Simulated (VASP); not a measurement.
Ru: single point with LDA

The system is Ru.

```
Ru
1.0
     2.59816    0.00000    0.00000
    -1.29908    2.25007    0.00000
     0.00000    0.00000    4.11958
Ru
2
Cartesian
  0.0000 1.5000 1.0299
  1.2991 0.7500 3.0897
```

* Program: VASP 6.6.1
* Task: single point
* Functional: LDA
* Potentials or basis: VASP PAW LDA potentials, release 64 (Ru_pv)
* Cutoff: 500 eV
* k mesh: 18 × 18 × 10
* Occupations: fermi-dirac, width 0.08 eV
* Spin: collinear spin, antiferromagnetic start
* Starting moments: [-0.5, 0.5] μB

The pressure is 38.4 GPa. The band gap on the k mesh is zero (filled and empty bands overlap) and the net moment is 0.00 μB per cell. The valence electrons inside the program's atomic spheres are Ru 12.96.

Stress tensor (GPa, compression positive):
```
38.29  0.00  0.00
 0.00 38.29  0.00
 0.00  0.00 38.48
```

Levels at points of the mesh, in eV from the Fermi level:
Spin up:
| k point | band 10 | band 11 | band 12 | band 13 | band 14 | band 15 | band 16 | band 17 | band 18 | band 19 |
| --- | --- | --- | --- | --- | --- | --- | --- | --- | --- | --- |
| (0.00, 0.00, 0.00) | -3.14 | -2.94 | -2.31 | -2.31 | -1.65 | -1.65 | 1.42 | 1.42 | 1.46 | 9.87 |
| (0.50, 0.00, 0.00) | -3.61 | -2.44 | -1.97 | -1.80 | 1.78 | 2.29 | 2.36 | 4.82 | 7.08 | 9.87 |
| (0.00, 0.00, 0.50) | -3.32 | -3.32 | -3.32 | -3.12 | -3.12 | 0.68 | 0.68 | 0.68 | 0.68 | 9.87 |
| (0.50, 0.00, 0.50) | -5.43 | -1.27 | -1.27 | 0.56 | 0.56 | 2.09 | 2.09 | 3.93 | 3.93 | 9.87 |
Spin down:
```tsv
k point	band 11	band 12	band 13	band 14	band 15	band 16	band 17	band 18
(0.00, 0.00, 0.00)	-2.94	-2.31	-2.31	-1.65	-1.65	1.42	1.42	1.46
(0.50, 0.00, 0.00)	-2.44	-1.97	-1.80	1.78	2.29	2.36	4.82	7.08
(0.00, 0.00, 0.50)	-3.32	-3.32	-3.12	-3.12	0.68	0.68	0.68	0.68
(0.50, 0.00, 0.50)	-1.27	-1.27	0.56	0.56	2.09	2.09	3.93	3.93
```

It took 3.8 min on 1 thread of Oxide Virtual Turin-like Processor, with other jobs on the host, peak memory 0.23 GiB.

Caveat: the cell stands under pressure; an empty level that is flat over the whole mesh can mark a ghost state of the potentials, or a narrow d or f band.
